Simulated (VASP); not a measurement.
# Ba3SiS (Pm-3m) in VASP: notebook

Runs on Ba3SiS. Level: PBE. Tasks: single point, relaxation of cell and atoms.

All numbers are computed with VASP 6.6.1; they aren't measurements. Logs are shortened: lines on timing, memory, paths and dates and some standing lists are left out, and cuts for length are marked.

## (1) The cell of the first run

The structure is cubic, space group Pm-3m (No. 221). Conventional cell: a = 5.507 Å, b = 5.507 Å, c = 5.507 Å, α = 90.00°, β = 90.00°, γ = 90.00°. Ba (site symmetry 4/mmm) has 2 Si at 2.75 Å within 3.6 Å. Si (site symmetry m-3m) has 6 Ba at 2.75 Å within 3.6 Å. S (site symmetry m-3m) has 12 Ba at 3.89 Å and 8 Si at 4.77 Å within 5.1 Å.

## (2) Single point, PBE

The input, INCAR:

```
SYSTEM = Ba3SiS
PREC = Accurate ; ENCUT = 520
EDIFF = 1E-6 ; ISMEAR = 0
SIGMA = 0.1 ; LREAL = .FALSE.
LASPH = .TRUE. ; NELM = 100
ALGO = Normal ; ISIF = 2
LWAVE = .FALSE. ; LCHARG = .FALSE.
GGA = PE ; NBANDS = 28
```

The input, KPOINTS:

```
regular mesh
0
G
  4 4 4
  0 0 0
```

The input, POSCAR:

```
Ba3SiS
1.0
    5.5065866900      0.0000000000      0.0000000000
    0.0000000000      5.5065866900      0.0000000000
    0.0000000000      0.0000000000      5.5065866900
Ba Si S
3 1 1
Direct
    0.5000000000      0.0000000000      0.5000000000
    0.0000000000      0.5000000000      0.5000000000
    0.5000000000      0.5000000000      0.0000000000
    0.5000000000      0.5000000000      0.5000000000
    0.0000000000      0.0000000000      0.0000000000
```

Potentials or basis: VASP PAW PBE potentials, release 64 (Ba_sv, Si, S).

Run with:

```console
cat potpaw_PBE.64/Ba_sv/POTCAR potpaw_PBE.64/Si/POTCAR potpaw_PBE.64/S/POTCAR > POTCAR
mpirun -np 1 vasp_std > vasp.out
```

OUTCAR:

```text
SYSTEM = Ba3SiS
   PREC = Accurate
   ENCUT = 520
   EDIFF = 1E-6
   ISMEAR = 0
   LREAL = .FALSE.
   LASPH = .TRUE.
   NELM = 100
   ISIF = 2
   GGA = PE

 ion  position               nearest neighbor table
   1  0.500  0.000  0.500-   4 2.75   4 2.75   2 3.89   3 3.89   2 3.89   3 3.89   3 3.89   3 3.89
                             2 3.89   2 3.89
   2  0.000  0.500  0.500-   4 2.75   4 2.75   1 3.89   3 3.89   1 3.89   1 3.89   3 3.89   3 3.89
                             3 3.89   1 3.89
   3  0.500  0.500  0.000-   4 2.75   4 2.75   1 3.89   1 3.89   2 3.89   2 3.89   1 3.89   1 3.89
                             2 3.89   2 3.89
   4  0.500  0.500  0.500-   1 2.75   2 2.75   3 2.75   3 2.75   1 2.75   2 2.75
   5  0.000  0.000  0.000-

  LATTYP: Found a simple cubic cell.
 ALAT       =     5.5065866900

  Lattice vectors:

 A1 = (   5.5065866900,   0.0000000000,   0.0000000000)
 A2 = (   0.0000000000,   5.5065866900,   0.0000000000)
 A3 = (   0.0000000000,   0.0000000000,   5.5065866900)

Analysis of symmetry for initial positions (statically):
=====================================================================
 Subroutine PRICEL returns:
 Original cell was already a primitive cell.

 Routine SETGRP: Setting up the symmetry group for a
 simple cubic supercell.

 Subroutine GETGRP returns: Found 48 space group operations
 (whereof 48 operations were pure point group operations)
 out of a pool of 48 trial point group operations.

The static configuration has the point symmetry O_h .

Analysis of symmetry for dynamics (positions and initial velocities):
=====================================================================
 Subroutine PRICEL returns:
 Original cell was already a primitive cell.

 Routine SETGRP: Setting up the symmetry group for a
 simple cubic supercell.

 Subroutine GETGRP returns: Found 48 space group operations
 (whereof 48 operations were pure point group operations)
 out of a pool of 48 trial point group operations.

The dynamic configuration has the point symmetry O_h .

 Subroutine INISYM returns: Found 48 space group operations
 (whereof 48 operations are pure point group operations),
 and found     1 'primitive' translations

[... 83 lines left out ...]
   ENCUT  =  520.0 eV  38.22 Ry    6.18 a.u.  10.24 10.24 10.24*2*pi/ulx,y,z
   NELM   =    100;   NELMIN=  2; NELMDL= -5     # of ELM steps
   EDIFF  = 0.1E-05   stopping-criterion for ELM
   LREAL  =      F    real-space projection
   EDIFFG = 0.1E-04   stopping-criterion for IOM
   NSW    =      0    number of steps for IOM
   IBRION =     -1    ionic relax: 0-MD 1-quasi-New 2-CG
   NFREE  =      0    steps in history (QN), initial steepest desc. (CG)
   ISIF   =      2    stress and relaxation
   ISYM   =      2    0-nonsym 1-usesym 2-fastsym
   POTIM  = 0.5000    time-step for ionic-motion
   TEBEG  =    0.0;   TEEND  =   0.0 temperature during run
   PSTRESS=    0.0 pullay stress
   NELECT =      40.0000    total number of electrons
   NUPDOWN=      -1.0000    fix difference up-down
   EMIN   =  10.00;   EMAX   =-10.00  energy-range for DOS
   EFERMI =   0.00;   METHOD = LEGACY
   ISMEAR =     0;   SIGMA  =   0.10  broadening in eV -4-tet -1-fermi 0-gaus
   EFERMI_NEDOS =   21; number of points for ismear=-14 and -15
   IALGO  =     38    algorithm
   IMIX   =      4    mixing-type and parameters
     AMIX     =   0.40;   BMIX     =  1.00
     AMIX_MAG =   1.60;   BMIX_MAG =  1.00
  volume/ion in A,a.u.               =      33.39       225.36
  Fermi-wavevector in a.u.,A,eV,Ry     =   1.016746  1.921371 14.065320  1.033772
  Thomas-Fermi vector in A             =   2.150107
   LORBIT       =      0    0 simple, 1 ext, 2 COOP (PROOUT), +10 PAW based schemes
   GGA     = PE    functional components
   LHFCALC =     F    Hartree Fock is set to
   AEXX    =    0.0000 exact exchange contribution
   IVDW    =     0    specifies the selected vdW correction
   LEPSILON=     F    determine dielectric tensor
   LRPA    =     F    only Hartree local field effects (RPA)
 non-spin polarized calculation
 Gauss-broadening in eV      SIGMA  =   0.10
  energy-cutoff  :      520.00
  volume of cell :      166.97
 maximum number of plane-waves:      4632
 NGX is ok and might be reduce to    42
   NGX = 21   NGY = 21   NGZ = 21

 number of electron      40.0000003 magnetization

 Free energy of the ion-electron system (eV)
  ---------------------------------------------------
  ext. energy  EPLUGINS =         0.00000000
  ---------------------------------------------------
  free energy    TOTEN  =       -14.96875853 eV

  energy without entropy =      -14.95669078  energy(sigma->0) =      -14.96272466

 E-fermi :   3.7772     XC(G=0):  -8.7007

 val. band max:        3.7723497496   @ k =   0.2500   0.0000   0.0000
 cond. band min:       4.0687026786   @ k =   0.2500   0.0000   0.0000
 fundamental gap:      0.2963529291
 Fermi energy:         3.7772415093

 k-point     1 :       0.0000    0.0000    0.0000
  band No.  band energies     occupation
      1     -24.4828      2.00000
      2     -24.2315      2.00000
      3     -24.2315      2.00000
      4     -10.4275      2.00000
      5     -10.4275      2.00000
      6     -10.4275      2.00000
[... 299 lines left out ...]
     27       5.8489      0.00000
     28       7.9536      0.00000

------------------------ aborting loop because EDIFF is reached ----------------------------------------

  FORCE on cell =-STRESS in cart. coord.  units (eV):
  Direction    XX          YY          ZZ          XY          YZ          ZX
  --------------------------------------------------------------------------------------
  -------------------------------------------------------------------------------------
  Total       11.7085189     11.7085189     11.7085189     -0.0000000     -0.0000000      0.0000000
  in kB      112.3479373    112.3479373    112.3479373     -0.0000000     -0.0000000      0.0000000
  external PRESSURE =     112.3479373 kB  Pullay stress =       0.0000000 kB

 VOLUME and BASIS-vectors are now :
 -----------------------------------------------------------------------------
  energy-cutoff  :      520.00
  volume of cell :      166.97
      direct lattice vectors                 reciprocal lattice vectors
     5.506586690  0.000000000  0.000000000     0.181600700  0.000000000  0.000000000
     0.000000000  5.506586690  0.000000000     0.000000000  0.181600700  0.000000000
     0.000000000  0.000000000  5.506586690     0.000000000  0.000000000  0.181600700

 POSITION                                       TOTAL-FORCE (eV/Angst)
 -----------------------------------------------------------------------------------
      2.75329      0.00000      2.75329         0.000000      0.000000      0.000000
      0.00000      2.75329      2.75329         0.000000      0.000000      0.000000
      2.75329      2.75329      0.00000         0.000000      0.000000      0.000000
      2.75329      2.75329      2.75329         0.000000      0.000000      0.000000
      0.00000      0.00000      0.00000         0.000000      0.000000      0.000000
 -----------------------------------------------------------------------------------
    total drift:                                0.000000     -0.000000      0.000000

  FREE ENERGIE OF THE ION-ELECTRON SYSTEM (eV)
  ---------------------------------------------------
  free  energy   TOTEN  =       -14.9687585315 eV

  energy  without entropy=      -14.9566907794  energy(sigma->0) =      -14.96272466
```

OSZICAR:

```text
N       E                     dE             d eps       ncg     rms          rms(c)
DAV:   1     0.275393176106E+03    0.27539E+03   -0.17427E+04   560   0.123E+03
DAV:   2    -0.227201704676E+00   -0.27562E+03   -0.26764E+03   864   0.235E+02
DAV:   3    -0.179481990332E+02   -0.17721E+02   -0.17497E+02   708   0.606E+01
DAV:   4    -0.184553758339E+02   -0.50718E+00   -0.50627E+00   864   0.906E+00
DAV:   5    -0.184616066982E+02   -0.62309E-02   -0.62294E-02   724   0.104E+00    0.119E+01
DAV:   6    -0.152840393771E+02    0.31776E+01   -0.95322E+00   640   0.863E+00    0.679E+00
DAV:   7    -0.149729056875E+02    0.31113E+00   -0.17467E+00   716   0.447E+00    0.248E+00
DAV:   8    -0.149626005233E+02    0.10305E-01   -0.15487E-01   672   0.158E+00    0.671E-01
DAV:   9    -0.149665801442E+02   -0.39796E-02   -0.18792E-02   720   0.649E-01    0.251E-01
DAV:  10    -0.149683323902E+02   -0.17522E-02   -0.18057E-03   696   0.196E-01    0.643E-02
DAV:  11    -0.149687167330E+02   -0.38434E-03   -0.48270E-04   680   0.105E-01    0.192E-02
DAV:  12    -0.149687591728E+02   -0.42440E-04   -0.99368E-05   712   0.435E-02    0.118E-02
DAV:  13    -0.149687585315E+02    0.64128E-06   -0.75160E-06   692   0.109E-02
   1 F= -.14968759E+02 E0= -.14962725E+02  d E =-.120678E-01
```

stdout:

```text
POSCAR found type information on POSCAR BaSiS
 POSCAR found :  3 types and       5 ions
 scaLAPACK will be used
 LDA part: xc-table for (Slater+PW92), standard interpolation
 POSCAR, INCAR and KPOINTS ok, starting setup
 FFT: planning ... GRIDC
 FFT: planning ... GRID_SOFT
 FFT: planning ... GRID
 WAVECAR not read
 entering main loop
```

Run time: 53 s. Hardware: 1 thread of Intel Xeon Platinum 8259CL at 2.50GHz (Skylake/Cascade Lake), shared host; peak memory 0.27 GiB.

Results:

```
Free energy            : -14.9688 eV
Pressure               : 11.2 GPa
Band gap on the k mesh : zero (band 20 reaches 4.30 eV, above the bottom of band 21 at 3.35 eV)
```

Levels at points of the mesh, in eV from the Fermi level:
```csv
k point,band 17,band 18,band 19,band 20,band 21,band 22,band 23,band 24
"(0.00, 0.00, 0.00)",-2.43,-0.46,-0.46,-0.46,-0.43,-0.09,-0.09,1.83
"(0.50, 0.00, 0.00)",-2.69,-1.68,-0.14,0.52,0.52,1.10,1.29,1.31
"(0.50, 0.50, 0.00)",-2.90,-2.19,-2.19,-0.22,1.58,1.58,2.10,2.10
"(0.50, 0.50, 0.50)",-2.83,-2.58,-2.58,-2.58,0.70,1.74,1.74,1.74
```

Caveat: spin-orbit coupling is left out, which moves the levels of the heavy elements.

## (3) Single point, PBE

This run uses another cell than the first one, of 47.26 Å³/atom, 1.415 times its volume.

The input, INCAR:

```
SYSTEM = Ba3SiS
PREC     = Accurate       ! precision mode
ENCUT    = 520            ! plane-wave cutoff, eV
EDIFF    = 1E-7           ! SCF threshold, eV
ISMEAR   = 0              ! smearing method
SIGMA    = 0.1            ! smearing width, eV
LREAL    = .False.        ! projectors in reciprocal space
LASPH    = .True.         ! aspherical terms in the spheres
NELM     = 80             ! most SCF steps
ALGO     = Normal         ! electronic algorithm
ISIF     = 2              ! what is computed and relaxed
LWAVE    = .False.        ! write WAVECAR
LCHARG   = .False.        ! write CHGCAR
GGA      = PE             ! functional
NBANDS   = 28             ! bands
```

The input, KPOINTS:

```
Automatic mesh
0
Gamma
  4 4 4
  0 0 0
```

Edit POSCAR of step 2 so:

```diff
@@ -2,5 +2,5 @@
 1.0
-    5.5065866900      0.0000000000      0.0000000000
-    0.0000000000      5.5065866900      0.0000000000
-    0.0000000000      0.0000000000      5.5065866900
+    6.1821550794      0.0000000000      0.0000000000
+    0.0000000000      6.1821550794      0.0000000000
+    0.0000000000      0.0000000000      6.1821550794
 Ba Si S
```

Potentials or basis: VASP PAW PBE potentials, release 64 (Ba_sv, Si, S).

Run with:

```console
cat potpaw_PBE.64/Ba_sv/POTCAR potpaw_PBE.64/Si/POTCAR potpaw_PBE.64/S/POTCAR > POTCAR
mpirun -np 1 vasp_std > vasp.out
```

Wall time 97 s (1 thread of Intel Xeon Platinum 8259CL at 2.50GHz (Skylake/Cascade Lake), shared host); peak memory 0.35 GiB.

Results (log left out):

```yaml
Free_energy: -16.9633 eV
Pressure: 0.4 GPa
Band_gap_on_the_k_mesh: zero (band 20 reaches 2.19 eV, above the bottom of band 21 at 2.09 eV)
```

Levels at points of the mesh, in eV from the Fermi level:
| k point | band 18 | band 19 | band 20 | band 21 | band 22 | band 23 |
| --- | --- | --- | --- | --- | --- | --- |
| (0.00, 0.00, 0.00) | -0.75 | 0.11 | 0.11 | 0.11 | 0.16 | 0.16 |
| (0.50, 0.00, 0.00) | -1.61 | -0.20 | -0.20 | 0.33 | 0.56 | 0.93 |
| (0.50, 0.50, 0.00) | -1.64 | -1.64 | -0.63 | 1.32 | 1.35 | 1.35 |
| (0.50, 0.50, 0.50) | -1.97 | -1.97 | -1.97 | 0.65 | 1.50 | 1.50 |

Caveat: spin-orbit coupling is left out, which moves the levels of the heavy elements.

(Continued in part 2 of 2.)
